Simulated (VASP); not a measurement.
Here is a VASP 6.6.1 calculation.

File INCAR:

```
PREC = Accurate
ENCUT = 520
EDIFF = 1E-7
ISMEAR = -1
SIGMA = 0.05
LREAL = F
LASPH = T
NELM = 60
ALGO = Normal
ISIF = 2
LWAVE = F
LCHARG = F
GGA = PE
NBANDS = 8
```

The input KPOINTS:

```
regular mesh
0
Gamma
  13 13 13
```

File POSCAR:

```
Sb
1.0
    3.1600000000      0.0316000000      0.0316000000
    0.0316000000      3.1600000000      0.0316000000
    0.0316000000      0.0316000000      3.1600000000
Sb
1
Direct
    0.0000000000      0.0000000000      0.0000000000
```

Potentials or basis: VASP PAW PBE potentials, release 64 (Sb).

Command:

```bash
$ cat potpaw_PBE.64/Sb/POTCAR > POTCAR
$ mpirun -np 1 vasp_std > vasp.out
```

**Question.** Predict the pressure.

**Answer.** -2.5 GPa.

Stress tensor (GPa, compression positive):
```
-2.54 -0.33 -0.33
-0.33 -2.54 -0.33
-0.33 -0.33 -2.54
```

Caveat: the cell differs from its parent crystal (equal xy, yz and zx shear strains of +2 %).
